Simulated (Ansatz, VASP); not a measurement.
# TiC: VASP beside Ansatz

```
Ti C
1.0
     0.00000    2.16102    2.16102
     2.16102    0.00000    2.16102
     2.16102    2.16102    0.00000
Ti C
1 1
Direct
  0.00000 0.00000 0.00000
  0.50000 0.50000 0.50000
```

Alike in both runs: task single point; functional PBEsol; k mesh 16 × 16 × 16; occupations fermi-dirac, width 0.15 eV; collinear spin.

```csv
,VASP,Ansatz
version,VASP 6.6.1,Ansatz 0.2.0
potentials or method,"VASP PAW PBE potentials, release 64 (Ti_sv, C), cutoff 520 eV","scalar-relativistic, plane waves, PAW"
valence electrons in the cell,16,16
```

VASP gave:

| Property | Result |
| --- | --- |
| gap on the k mesh at the Fermi level (eV) | none |
| pressure (GPa) | -5.0 |
| net moment per atom (μB) | 0.00 |

Problem. Which values does Ansatz return?

Solution. gap on the k mesh at the Fermi level (eV): none; pressure (GPa): -5.1; net moment per atom (μB): 0.00.

VASP's potentials were made for PBE, not for PBEsol. A gap of «none» marks a metal or a gap that the smearing closes. The functional is the same, so the differences come from potentials, cutoffs and numerics. Ansatz's warnings: given moment on shells, seeded moment not kept.
